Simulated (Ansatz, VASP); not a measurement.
## ZnCu2SnSe4: VASP beside Ansatz

```
Zn Cu Sn Se
1.0
    -2.88245    2.88245    5.76433
     2.88245   -2.88245    5.76433
     2.88245    2.88245   -5.76433
Zn Cu Sn Se
1 2 1 4
Direct
  0.00000 0.00000 0.00000
  0.75000 0.25000 0.50000
  0.25000 0.75000 0.50000
  0.50000 0.50000 0.00000
  0.62443 0.62443 0.51957
  0.37557 0.89514 0.00000
  0.10486 0.10486 0.48043
  0.89514 0.37557 0.00000
```

Alike in both runs: functional PBE; k mesh 7 × 7 × 7; occupations fermi-dirac, width 0.1 eV; no spin polarisation.

Ansatz relaxed the structure, and its values are those at the end. VASP's run is a single point on that final structure, the one shown.

|  | VASP | Ansatz |
| --- | --- | --- |
| version | VASP 6.6.1 | Ansatz 0.2.0 |
| potentials or method | VASP PAW PBE potentials, release 64 (Zn, Cu, Sn_d, Se), cutoff 520 eV | PAW plane waves |
| valence electrons in the cell | 72 | 128 |

Ansatz gave:

| Property | Result |
| --- | --- |
| gap on the k mesh at the Fermi level (eV) | none |
| pressure (GPa) | 0.0 |
| rms of the force components (eV/Å) | 0.002 |

Question: Estimate VASP's values.

Answer: gap on the k mesh at the Fermi level (eV): none; pressure (GPa): 0.1; rms of the force components (eV/Å): 0.006.

A gap of «none» marks a metal or a gap that the smearing closes. With one functional, cell and mesh, what is left measures potentials, basis and numerics. VASP's potentials hold 72 valence electrons a cell and Ansatz's 128, so a difference there can come from the potentials and not from the codes.
